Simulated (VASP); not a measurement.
Wanted: the native input for a VASP 6.6.1 run.

* Task: single point
* Functional: PBEsol
* Potentials or basis: VASP PAW PBE potentials, release 64 (Sc_sv, Sn_d, C)
* Cutoff: 520 eV
* k mesh: 6 × 6 × 6
* Occupations: fermi-dirac, width 0.1 eV
* Spin: no spin polarisation
* Dipole correction: no
* Further INCAR settings: ALGO = Normal; EDIFF = 1e-07; NBANDS = 34

The structure of Sc3SnC lies in POSCAR:

```
Sc3SnC
1.0
    4.5302800000      0.0000000000      0.0000000000
    0.0000000000      4.5302800000      0.0000000000
    0.0000000000      0.0000000000      4.5302800000
Sc Sn C
3 1 1
Direct
    0.0000000000      0.5000000000      0.5000000000
    0.5000000000      0.5000000000      0.0000000000
    0.5000000000      0.0000000000      0.5000000000
    0.0000000000      0.0000000000      0.0000000000
    0.5000000000      0.5000000000      0.5000000000
```

One way to write it, as run:

INCAR

```
SYSTEM = Sc3SnC
  PREC = Accurate
  ENCUT = 520
  EDIFF = 1E-7
  ISMEAR = -1
  SIGMA = 0.1
  LREAL = .FALSE.
  LASPH = .TRUE.
  NELM = 60
  ALGO = Normal
  ISIF = 2
  LWAVE = .FALSE.
  LCHARG = .FALSE.
  GGA = PS
  NBANDS = 34
```

KPOINTS

```
regular mesh
0
G
  6 6 6
  0 0 0
```

Potentials or basis: VASP PAW PBE potentials, release 64 (Sc_sv, Sn_d, C).

The run is started by

```sh
$ cat potpaw_PBE.64/Sc_sv/POTCAR potpaw_PBE.64/Sn_d/POTCAR potpaw_PBE.64/C/POTCAR > POTCAR
$ mpirun -np 1 vasp_std > vasp.out
```

It gave:

The pressure is -3.1 GPa.

Caveat: the PAW data sets were made with another functional, which shifts forces and pressure a little.

Run time: 31 s on 1 thread of Intel(R) Xeon(R) 6975P-C (Granite Rapids), on a shared host, peak memory 0.23 GiB.
